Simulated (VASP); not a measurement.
Write the native input for VASP 6.6.1 that does the following.

| Quantity | Value |
| --- | --- |
| Task | relaxation of cell and atoms |
| Functional | PBEsol-based global hybrid with 25 % exact exchange |
| Potentials or basis | VASP PAW PBE potentials, release 64 (Si) |
| Cutoff | 600 eV |
| k mesh | 6 × 6 × 6 |
| Occupations | fermi-dirac, width 0.05 eV |
| Spin | no spin polarisation |
| Dipole correction | no |
| Grid for exact exchange (PRECFOCK) | Normal |
| Share of exact exchange | 0.25 |
| Further INCAR settings | ALGO = Normal; EDIFF = 1e-06; IBRION = 2; EDIFFG = -0.01; NSW = 60; ISIF = 3 |

The system is Si.

```
CELL_PARAMETERS angstrom
2.66225 -0.03624 -0.00683
-1.36251 2.23176 0.04190
-0.00643 0.04182 2.48776
ATOMIC_POSITIONS crystal
Si 0.00000 0.00000 0.00000
```

These files were run (other wordings do the same):

POSCAR

```
Si
1.0
    2.6622503000     -0.0362423300     -0.0068309500
   -1.3625119300      2.2317606800      0.0418965100
   -0.0064290300      0.0418196400      2.4877607300
Si
1
Direct
    0.0000000000      0.0000000000      0.0000000000
```

INCAR.step1

```
SYSTEM = Si
PREC = Accurate ; ENCUT = 600
EDIFF = 1E-5 ; ISMEAR = -1
SIGMA = 0.05 ; LREAL = .False.
LASPH = .True. ; NELM = 60
ALGO = Normal ; LWAVE = .True.
LCHARG = .False. ; GGA = PE
NBANDS = 8
```

INCAR.step2

```
SYSTEM = Si
PREC = Accurate ; ENCUT = 600
EDIFF = 1E-6 ; ISMEAR = -1
SIGMA = 0.05 ; LREAL = .False.
LASPH = .True. ; NELM = 60
ALGO = Normal ; ISIF = 3
LWAVE = .False. ; LCHARG = .False.
GGA = PS ; LHFCALC = .True.
AEXX = 0.25 ; PRECFOCK = Normal
IBRION = 2 ; NSW = 60
EDIFFG = -0.01 ; ISTART = 1
```

KPOINTS

```
regular mesh
0
Gamma
  6 6 6
  0 0 0
```

Potentials or basis: VASP PAW PBE potentials, release 64 (Si).

Launch:

```bash
$ cat potpaw_PBE.64/Si/POTCAR > POTCAR
$ cp INCAR.step1 INCAR
$ mpirun -np 1 vasp_std > vasp.out
$ cp INCAR.step2 INCAR
$ mpirun -np 1 vasp_std > vasp.out
```

Results of the run:

```yaml
Relaxed_volume: 14.70 Å³/atom
Relaxed_cell: a = 2.766 Å, b = 2.601 Å, c = 2.463 Å, α = 89.19°, β = 90.81°, γ = 123.95°
Space_group_after_relaxing_to_0.1_Å: Cmmm (No. 65)
Energy_gained_by_relaxing: 40.4 meV/atom
Ionic_steps: 9
Pressure_after_relaxing: 0.0 GPa
Band_gap_on_the_k_mesh: zero (bands 2 and 3 overlap by 13.72 eV)
```

Caveat: the k points lie up to 0.46 Å⁻¹ apart in the final cell, too coarse for converged energies and pressures of a metal; the PAW data sets were made with another functional, which shifts forces and pressure a little.

Run time: 69 min on 1 thread of Intel Xeon 8259CL, on a shared host, peak memory 0.12 GiB.
